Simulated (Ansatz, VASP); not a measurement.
## CdS in VASP and in Ansatz

```
Cd S
1.0
     4.12453    0.00000    0.00000
    -2.06227    3.57195    0.00000
     0.00000    0.00000    6.70921
Cd S
2 2
Direct
  0.33333 0.66667 0.95392
  0.66667 0.33333 0.45392
  0.33333 0.66667 0.42308
  0.66667 0.33333 0.92308
```

Change from the starting cell: polar distortion scaled by 0.25.

Alike in both runs: task single point; functional PBEsol; k mesh 9 × 9 × 4; no spin polarisation.

|  | VASP | Ansatz |
| --- | --- | --- |
| version | VASP 6.6.1 | Ansatz 0.2.0 |
| potentials or method | VASP PAW PBE potentials, release 64 (Cd_sv_GW, S), cutoff 630 eV | scalar-relativistic, plane waves, PAW |
| occupations | gaussian, width 0.01 eV | fixed |
| valence electrons in the cell | 52 | 52 |

VASP gave:

| Item | Value |
| --- | --- |
| gap on the k mesh at the Fermi level (eV) | 1.33 |
| least direct gap on the mesh (eV) | 1.33 |
| pressure (GPa) | 3.4 |
| traceless stress, the component that is largest in VASP (GPa) | -6.47 |
| rms of the force components (eV/Å) | 0.241 |

What did Ansatz give for the same quantities?

gap on the k mesh at the Fermi level (eV): 1.34; least direct gap on the mesh (eV): 1.34; pressure (GPa): 3.5; traceless stress, the component that is largest in VASP (GPa): -6.48; rms of the force components (eV/Å): 0.243.

VASP's potentials were made for PBE, not for PBEsol, and Ansatz warns of the same on its side. Atom by atom the forces differ by 0.001 eV/Å (rms over components).
